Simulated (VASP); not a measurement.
# GaN (P6_3mc) in VASP: single point with PBE

Aim: the single point of GaN with PBE.

Program: VASP 6.6.1. These are calculated values, not measurements. Logs are shortened: lines on timing, memory, paths and dates and some standing lists are left out, and cuts for length are marked.

## 1. The cell of the first run

Symmetry: P6_3mc, No. 186, hexagonal system. Conventional cell: a = 3.218 Å, b = 3.218 Å, c = 5.243 Å, α = 90.00°, β = 90.00°, γ = 120.00°. Within 2.6 Å of Ga (site symmetry 3m) lie 4 N at 1.97 to 1.98 Å. Ga (site symmetry 3m) has 4 N at 1.97 to 1.98 Å within 2.6 Å. N (site symmetry 3m) has 4 Ga at 1.97 to 1.98 Å within 2.6 Å. Within 2.6 Å of N (site symmetry 3m) lie 4 Ga at 1.97 to 1.98 Å.

## 2. Single point, PBE

Contents of INCAR:

```
SYSTEM = GaN
PREC     = Accurate       ! precision mode
ENCUT    = 520            ! plane-wave cutoff, eV
EDIFF    = 1E-6           ! SCF threshold, eV
ISMEAR   = 0              ! smearing method
SIGMA    = 0.01           ! smearing width, eV
LREAL    = Auto         
LASPH    = .TRUE.         ! aspherical terms in the spheres
NELM     = 80             ! most SCF steps
ALGO     = Normal         ! electronic algorithm
ISIF     = 2              ! what is computed and relaxed
LWAVE    = .FALSE.        ! write WAVECAR
LCHARG   = .FALSE.        ! write CHGCAR
GGA      = PE             ! functional
NBANDS   = 186            ! bands
```

Contents of KPOINTS:

```
Automatic mesh
0
G
  3 3 3
  0 0 0
```

Contents of POSCAR:

```
GaN
1.0
    0.0000000000      5.5743817777     -5.2431684676
    4.8275562299     -2.7871908889     -5.2431684676
   -4.8275562299     -2.7871908889     -5.2431684676
Ga N
18 18
Direct
    0.9447328218      0.2780661551      0.2780661551
    0.2780661551      0.9447328218      0.2780661551
    0.9447328218      0.6113994884      0.9447328218
    0.6113994884      0.6113994884      0.2780661551
    0.2780661551      0.2780661551      0.9447328218
    0.9447328218      0.9447328218      0.6113994884
    0.6113994884      0.9447328218      0.9447328218
    0.2780661551      0.6113994884      0.6113994884
    0.6113994884      0.2780661551      0.6113994884
    0.8891772662      0.8891772662      0.2225105995
    0.2225105995      0.5558439329      0.2225105995
    0.8891772662      0.2225105995      0.8891772662
    0.5558439329      0.2225105995      0.2225105995
    0.2225105995      0.8891772662      0.8891772662
    0.8891772662      0.5558439329      0.5558439329
    0.5558439329      0.5558439329      0.8891772662
    0.2225105995      0.2225105995      0.5558439329
    0.5558439329      0.8891772662      0.5558439329
    0.8191560671      0.1524894005      0.1524894005
    0.1524894005      0.8191560671      0.1524894005
    0.8191560671      0.4858227338      0.8191560671
    0.4858227338      0.4858227338      0.1524894005
    0.1524894005      0.1524894005      0.8191560671
    0.8191560671      0.8191560671      0.4858227338
    0.4858227338      0.8191560671      0.8191560671
    0.1524894005      0.4858227338      0.4858227338
    0.4858227338      0.1524894005      0.4858227338
    0.0969338449      0.0969338449      0.4302671782
    0.4302671782      0.7636005116      0.4302671782
    0.0969338449      0.4302671782      0.0969338449
    0.7636005116      0.4302671782      0.4302671782
    0.4302671782      0.0969338449      0.0969338449
    0.0969338449      0.7636005116      0.7636005116
    0.7636005116      0.7636005116      0.0969338449
    0.4302671782      0.4302671782      0.7636005116
    0.7636005116      0.0969338449      0.7636005116
```

Potentials or basis: VASP PAW PBE potentials, release 64 (Ga_d, N).

The run is started by

```
> cat potpaw_PBE.64/Ga_d/POTCAR potpaw_PBE.64/N/POTCAR > POTCAR
> mpirun -np 1 vasp_std > vasp.out
```

OUTCAR:

```text
SYSTEM = GaN
   PREC = Accurate
   ENCUT = 520
   EDIFF = 1E-6
   ISMEAR = 0
   LREAL = Auto
   LASPH = .TRUE.
   NELM = 80
   ISIF = 2
   GGA = PE

 ion  position               nearest neighbor table
   1  0.945  0.278  0.278-  28 1.97  30 1.97  31 1.97  19 1.98
   2  0.278  0.945  0.278-  29 1.97  32 1.97  28 1.97  20 1.98
   3  0.945  0.611  0.945-  30 1.97  33 1.97  34 1.97  21 1.98
   4  0.611  0.611  0.278-  31 1.97  29 1.97  34 1.97  22 1.98
   5  0.278  0.278  0.945-  32 1.97  35 1.97  30 1.97  23 1.98
   6  0.945  0.945  0.611-  28 1.97  33 1.97  36 1.97  24 1.98
[... 28 lines left out ...]
  35  0.430  0.430  0.764-   5 1.97   8 1.97   9 1.97  16 1.98
  36  0.764  0.097  0.764-   7 1.97   6 1.97   9 1.97  12 1.98

  LATTYP: Found a trigonal (rhomboedric) cell.
 ALAT       =     7.6527477277
 COS(alpha) =     0.2041157992

  Lattice vectors:

 A1 = (   0.0000000000,   5.5743817777,  -5.2431684676)
 A2 = (   4.8275562299,  -2.7871908889,  -5.2431684676)
 A3 = (  -4.8275562299,  -2.7871908889,  -5.2431684676)

Analysis of symmetry for initial positions (statically):
=====================================================================
 Subroutine PRICEL returns following result:

  LATTYP: Found a hexagonal cell.
 ALAT       =     3.2183708196
 C/A-ratio  =     1.6291374618

  Lattice vectors:

 A1 = (  -1.6091854098,  -2.7871908886,   0.0000000000)
 A2 = (  -1.6091854103,   2.7871908889,   0.0000000005)
 A3 = (   0.0000000000,  -0.0000000006,  -5.2431684681)

   9 primitive cells build up your supercell.

 Routine SETGRP: Setting up the symmetry group for a
 trigonal (rhombohedral) supercell.

 Subroutine GETGRP returns: Found  6 space group operations
 (whereof  6 operations were pure point group operations)
 out of a pool of 12 trial point group operations.

The static configuration has the point symmetry C_3v.

Analysis of symmetry for dynamics (positions and initial velocities):
=====================================================================
 Subroutine PRICEL returns following result:

  LATTYP: Found a hexagonal cell.
 ALAT       =     3.2183708196
 C/A-ratio  =     1.6291374618

  Lattice vectors:

 A1 = (  -1.6091854098,  -2.7871908886,   0.0000000000)
 A2 = (  -1.6091854103,   2.7871908889,   0.0000000005)
 A3 = (   0.0000000000,  -0.0000000006,  -5.2431684681)

   9 primitive cells build up your supercell.

 Routine SETGRP: Setting up the symmetry group for a
 trigonal (rhombohedral) supercell.

 Subroutine GETGRP returns: Found  6 space group operations
 (whereof  6 operations were pure point group operations)
 out of a pool of 12 trial point group operations.

The dynamic configuration has the point symmetry C_3v.

 Subroutine INISYM returns: Found  6 space group operations
 (whereof  6 operations are pure point group operations),
 and found     9 'primitive' translations

----------------------------------------------------------------------------------------

                                     Primitive cell

  volume of cell :      47.0323

  direct lattice vectors                    reciprocal lattice vectors
    -1.609185410 -2.787190889  0.000000000    -0.310716215 -0.179392090  0.000000000
    -1.609185410  2.787190889  0.000000001    -0.310716215  0.179392090 -0.000000000
     0.000000000 -0.000000001 -5.243168468    -0.000000000  0.000000000 -0.190724369

  length of vectors
     3.218370820  3.218370820  5.243168468     0.358784181  0.358784181  0.190724369

  position of ions in fractional coordinates (direct lattice)
     0.333333333  0.666666667  0.500865132
     0.666666667  0.333333333  0.000865132
     0.333333333  0.666666667  0.124134868
     0.666666667  0.333333333  0.624134868

  ion indices of the primitive-cell ions
   primitive index   ion index
                 1           1
                 2          11
                 3          19
                 4          28

----------------------------------------------------------------------------------------

 KPOINTS: Automatic mesh

Automatic generation of k-mesh.
 Grid dimensions read from file:
 generate k-points for:    3    3    3

 Generating k-lattice:

  Cartesian coordinates                     Fractional coordinates (reciprocal lattice)
     0.000000000  0.039864909 -0.021191597     0.333333333  0.000000000  0.000000000
     0.034524024 -0.019932454 -0.021191597    -0.000000000  0.333333333 -0.000000000
    -0.034524024 -0.019932454 -0.021191597    -0.000000000 -0.000000000  0.333333333

  Length of vectors
     0.045147478  0.045147478  0.045147478

  Shift w.r.t. Gamma in fractional coordinates (k-lattice)
     0.000000000  0.000000000  0.000000000

 Subroutine IBZKPT returns following result:
 ===========================================

 Found      6 irreducible k-points:

 Following reciprocal coordinates:
            Coordinates               Weight
  0.000000  0.000000  0.000000      1.000000
  0.333333  0.000000  0.000000      6.000000
  0.333333  0.333333  0.000000      6.000000
 -0.333333  0.333333  0.000000      6.000000
  0.333333  0.333333  0.333333      2.000000
 -0.333333  0.333333  0.333333      6.000000
   k-points           NKPTS =      6   k-points in BZ     NKDIM =      6   number of bands    NBANDS=    186
   number of dos      NEDOS =    301   number of ions     NIONS =     36
   total plane-waves  NPLWV = 216000
   dimension x,y,z NGX =    60 NGY =   60 NGZ =   60
   dimension x,y,z NGXF=   120 NGYF=  120 NGZF=  120
   ions per type =              18  18
   NGX,Y,Z   is equivalent  to a cutoff of  13.03, 13.03, 13.03 a.u.
   NGXF,Y,Z  is equivalent  to a cutoff of  26.07, 26.07, 26.07 a.u.
 SYSTEM =  GaN
   PREC   = accura    normal or accurate (medium, high low for compatibility)
   ISTART =      0    job   : 0-new  1-cont  2-samecut
   ICHARG =      2    charge: 1-file 2-atom 10-const
   ISPIN  =      1    spin polarized calculation?
   LNONCOLLINEAR =      F non collinear calculations
   LSORBIT =      F    spin-orbit coupling
   LASPH  =      T    aspherical Exc in radial PAW
   ENCUT  =  520.0 eV  38.22 Ry    6.18 a.u.  14.23 14.23 14.23*2*pi/ulx,y,z
   NELM   =     80;   NELMIN=  2; NELMDL= -5     # of ELM steps
   EDIFF  = 0.1E-05   stopping-criterion for ELM
   LREAL  =      T    real-space projection
   EDIFFG = 0.1E-04   stopping-criterion for IOM
   NSW    =      0    number of steps for IOM
[... 5 lines left out ...]
   TEBEG  =    0.0;   TEEND  =   0.0 temperature during run
   PSTRESS=    0.0 pullay stress
   NELECT =     324.0000    total number of electrons
   NUPDOWN=      -1.0000    fix difference up-down
   EMIN   =  10.00;   EMAX   =-10.00  energy-range for DOS
   EFERMI =   0.00;   METHOD = LEGACY
   ISMEAR =     0;   SIGMA  =   0.01  broadening in eV -4-tet -1-fermi 0-gaus
   EFERMI_NEDOS =   21; number of points for ismear=-14 and -15
   IALGO  =     38    algorithm
   IMIX   =      4    mixing-type and parameters
     AMIX     =   0.40;   BMIX     =  1.00
     AMIX_MAG =   1.60;   BMIX_MAG =  1.00
  volume/ion in A,a.u.               =      11.76        79.35
  Fermi-wavevector in a.u.,A,eV,Ry     =   1.497534  2.829930 30.512550  2.242609
  Thomas-Fermi vector in A             =   2.609410
   LORBIT       =      0    0 simple, 1 ext, 2 COOP (PROOUT), +10 PAW based schemes
   GGA     = PE    functional components
   LHFCALC =     F    Hartree Fock is set to
   AEXX    =    0.0000 exact exchange contribution
   IVDW    =     0    specifies the selected vdW correction
   LEPSILON=     F    determine dielectric tensor
   LRPA    =     F    only Hartree local field effects (RPA)
 non-spin polarized calculation
 Gauss-broadening in eV      SIGMA  =   0.01
  energy-cutoff  :      520.00
  volume of cell :      423.29
 maximum number of plane-waves:     11405
 NGX is ok and might be reduce to    60
   NGX = 29   NGY = 29   NGZ = 29

 number of electron     324.0000136 magnetization

 Free energy of the ion-electron system (eV)
  ---------------------------------------------------
  ext. energy  EPLUGINS =         0.00000000
  ---------------------------------------------------
  free energy    TOTEN  =      -218.95906030 eV

  energy without entropy =     -218.95906030  energy(sigma->0) =     -218.95906030

 E-fermi :   5.0908     XC(G=0): -11.5150

 val. band max:        5.0094588967   @ k =   0.0000   0.0000   0.0000
 cond. band min:       6.7249253827   @ k =   0.0000   0.0000   0.0000
 fundamental gap:      1.7154664860
 Fermi energy:         5.0907572735

 k-point     1 :       0.0000    0.0000    0.0000
  band No.  band energies     occupation
      1     -10.7263      2.00000
      2      -9.9431      2.00000
      3      -9.9431      2.00000
      4      -9.9431      2.00000
      5      -9.9431      2.00000
      6      -9.9431      2.00000
[... 166 lines left out ...]
    173      10.4369      0.00000
    174      10.4369      0.00000

 k-point     2 :       0.3333    0.0000    0.0000
  band No.  band energies     occupation
      1     -10.5819      2.00000
      2     -10.2420      2.00000
      3      -9.9242      2.00000
      4      -9.9242      2.00000
      5      -9.9074      2.00000
      6      -9.9074      2.00000
[... 166 lines left out ...]
    173      10.5452      0.00000
    174      10.6026      0.00000

 k-point     3 :       0.3333    0.3333    0.0000
  band No.  band energies     occupation
      1     -10.4908      2.00000
      2     -10.1276      2.00000
      3     -10.1276      2.00000
      4     -10.0342      2.00000
      5      -9.9431      2.00000
      6      -9.9162      2.00000
[... 166 lines left out ...]
    173      10.2201      0.00000
    174      10.3742      0.00000

 k-point     4 :      -0.3333    0.3333    0.0000
  band No.  band energies     occupation
      1     -10.4198      2.00000
      2     -10.2031      2.00000
      3     -10.2031      2.00000
      4      -9.9602      2.00000
      5      -9.9063      2.00000
      6      -9.9063      2.00000
[... 166 lines left out ...]
    173      10.7084      0.00000
    174      10.7172      0.00000

 k-point     5 :       0.3333    0.3333    0.3333
  band No.  band energies     occupation
      1     -10.4500      2.00000
      2     -10.0661      2.00000
      3     -10.0661      2.00000
      4     -10.0661      2.00000
      5     -10.0223      2.00000
      6      -9.9431      2.00000
[... 166 lines left out ...]
    173      10.4369      0.00000
    174      10.5864      0.00000

 k-point     6 :      -0.3333    0.3333    0.3333
  band No.  band energies     occupation
      1     -10.3132      2.00000
      2     -10.2090      2.00000
      3     -10.0755      2.00000
      4     -10.0739      2.00000
      5     -10.0739      2.00000
      6      -9.9398      2.00000
[... 166 lines left out ...]
    173      10.5622      0.00000
    174      10.7431      0.00000
 [bands above 174 left out]

------------------------ aborting loop because EDIFF is reached ----------------------------------------

  FORCE on cell =-STRESS in cart. coord.  units (eV):
  Direction    XX          YY          ZZ          XY          YZ          ZX
  --------------------------------------------------------------------------------------
  -------------------------------------------------------------------------------------
  Total        0.2275189      0.2275189      0.2809173      0.0000000      0.0000000      0.0000000
  in kB        0.8611702      0.8611702      1.0632855      0.0000000      0.0000000      0.0000000
  external PRESSURE =       0.9285420 kB  Pullay stress =       0.0000000 kB

 VOLUME and BASIS-vectors are now :
 -----------------------------------------------------------------------------
  energy-cutoff  :      520.00
  volume of cell :      423.29
      direct lattice vectors                 reciprocal lattice vectors
     0.000000000  5.574381778 -5.243168468     0.000000000  0.119594727 -0.063574790
     4.827556230 -2.787190889 -5.243168468     0.103572072 -0.059797363 -0.063574790
    -4.827556230 -2.787190889 -5.243168468    -0.103572072 -0.059797363 -0.063574790

 POSITION                                       TOTAL-FORCE (eV/Angst)
 -----------------------------------------------------------------------------------
      0.00000      3.71625     -7.86929         0.000000      0.000000      0.000958
      3.21837     -1.85813     -7.86929         0.000000      0.000000      0.000958
     -1.60919      0.92906    -13.11246         0.000000      0.000000      0.000958
      1.60919      0.92906     -7.86929         0.000000      0.000000      0.000958
     -3.21837     -1.85813     -7.86929         0.000000      0.000000      0.000958
      1.60919      0.92906    -13.11246         0.000000      0.000000      0.000958
[... 28 lines left out ...]
     -1.60919     -0.92906     -8.51561         0.000000     -0.000000     -0.000526
     -3.21837      1.85813     -8.51561         0.000000     -0.000000     -0.000526
 -----------------------------------------------------------------------------------
    total drift:                               -0.000004     -0.000002     -0.001661

  FREE ENERGIE OF THE ION-ELECTRON SYSTEM (eV)
  ---------------------------------------------------
  free  energy   TOTEN  =      -218.9590602984 eV

  energy  without entropy=     -218.9590602984  energy(sigma->0) =     -218.95906030
```

Run time: 37 min. Hardware: 1 thread of Oxide Virtual Turin-like, shared host; peak memory 0.64 GiB.

Results:

| Item | Value |
| --- | --- |
| Free energy | -218.9591 eV |
| Pressure | 0.1 GPa |
| Band gap on the k mesh | 1.72 eV |
